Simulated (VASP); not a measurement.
Set up this calculation in VASP 6.6.1, as the native input.

```yaml
Task: single point
Functional: PBEsol
Potentials_or_basis: VASP PAW PBE potentials, release 64 (Sb, Pt)
Cutoff: 520 eV
k_mesh: 12 × 12 × 10
Occupations: gaussian, width 0.1 eV
Spin: no spin polarisation
Dipole_correction: no
Further_INCAR_settings: ALGO = Normal; EDIFF = 1e-07; NBANDS = 23
```

The structure of SbPt lies in POSCAR:

```
SbPt
1.0
    4.1707838795      0.0000000000      0.0000000000
   -2.0853919397      3.6120047933      0.0000000000
    0.0000000000      0.0000000000      5.4684868206
Sb Pt
2 2
Direct
    0.3333333333      0.6666666667      0.2500000000
    0.6666666667      0.3333333333      0.7500000000
    0.0000000000      0.0000000000      0.0000000000
    0.0000000000      0.0000000000      0.5000000000
```

One way to write it, as run:

INCAR

```
ALGO = Normal ; EDIFF = 1E-7
ENCUT = 520 ; GGA = PS
ISIF = 2 ; ISMEAR = 0
LASPH = True ; LCHARG = True
LELF = True ; LREAL = False
LVHAR = True ; LWAVE = False
NBANDS = 23 ; NELM = 60
PREC = Accurate ; SIGMA = 0.1
```

KPOINTS

```
k-points
0
Gamma
  12 12 10
```

Potentials or basis: VASP PAW PBE potentials, release 64 (Sb, Pt).

The run is started by

```console
$ cat potpaw_PBE.64/Sb/POTCAR potpaw_PBE.64/Pt/POTCAR > POTCAR
$ mpirun -np 1 vasp_std > vasp.out
```

It gave:

```json
{
  "Pressure": "-0.2 GPa",
  "Band gap on the k mesh": "zero (band 15 reaches 12.06 eV, above the bottom of band 16 at 8.02 eV)"
}
```

Caveat: the PAW data sets were made with another functional, which shifts forces and pressure a little; spin-orbit coupling is left out, which moves the levels of the heavy elements.

Wall time 3.7 min on 1 thread of Oxide Virtual Turin-like Processor, with other jobs on the host, peak memory 0.3 GiB.
